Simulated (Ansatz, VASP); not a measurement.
NaF: VASP beside Ansatz

```
CELL_PARAMETERS angstrom
0.00000 2.29717 2.29717
2.29717 0.00000 2.29717
2.29717 2.29717 0.00000
ATOMIC_POSITIONS crystal
Na 0.00000 0.00000 0.00000
F 0.50000 0.50000 0.50000
```

Alike in both runs: task single point; functional r2SCAN; k mesh 10 × 10 × 10; no spin polarisation.

|  | VASP | Ansatz |
| --- | --- | --- |
| version | VASP 6.6.1 | Ansatz 0.2.0 |
| potentials or method | VASP PAW PBE potentials, release 64 (Na_pv, F) | plane waves, PAW |
| plane-wave cutoff (eV) | 520 | 500 |
| occupations | gaussian, width 0.01 eV | fixed |
| valence electrons in the cell | 14 | 16 |

|  | VASP | Ansatz | Ansatz less VASP |
| --- | --- | --- | --- |
| gap on the k mesh at the Fermi level (eV) | 7.32 | 7.28 | -0.040 |
| pressure (GPa) | -0.9 | 0.0 | +0.89 |

VASP's potentials were made for PBE, not for r2SCAN. VASP's potentials hold 14 valence electrons a cell and Ansatz's 16, so a difference there can come from the potentials and not from the codes.
